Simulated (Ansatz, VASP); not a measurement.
# One calculation of SiO2, two programs

```
Si O
1.0
    -4.36465    4.36465    4.36465
     4.36465   -4.36465    4.36465
     4.36465    4.36465   -4.36465
Si O
6 12
Cartesian
  2.1823 4.3647 0.0000
  2.1823 0.0000 4.3647
  4.3647 0.0000 2.1823
  0.0000 4.3647 2.1823
  4.3647 2.1823 0.0000
  0.0000 2.1823 4.3647
  1.3176 4.3647 -1.3176
  1.3176 1.3176 4.3647
  1.3176 -1.3176 4.3647
  3.0470 0.0000 3.0470
  1.3176 4.3647 1.3176
  4.3647 1.3176 -1.3176
  0.0000 3.0470 3.0470
  -1.3176 1.3176 4.3647
  4.3647 -1.3176 1.3176
  4.3647 1.3176 1.3176
  3.0470 3.0470 0.0000
  -1.3176 4.3647 1.3176
```

Alike in both runs: functional LDA; k mesh 4 × 4 × 4; occupations gaussian, width 0.02 eV; no spin polarisation.

Ansatz relaxed the structure, and its values are those at the end. VASP's run is a single point on that final structure, the one shown.

|  | VASP | Ansatz |
| --- | --- | --- |
| version | VASP 6.6.1 | Ansatz 0.2.0 |
| potentials or method | VASP PAW LDA potentials, release 64 (Si, O), cutoff 520 eV | scalar-relativistic, plane waves, PAW |
| valence electrons in the cell | 96 | 96 |

VASP gave:

```
gap on the k mesh at the Fermi level (eV) : 5.48
least direct gap on the mesh (eV)         : 5.48
pressure (GPa)                            : 7.8
```

Which values does Ansatz return?

gap on the k mesh at the Fermi level (eV): 5.49; least direct gap on the mesh (eV): 5.49; pressure (GPa): 7.3.

LDA's correlation is that of Perdew and Zunger in VASP and of Perdew and Wang (1992) in Ansatz. Ansatz's warnings: stress scf threshold loose.
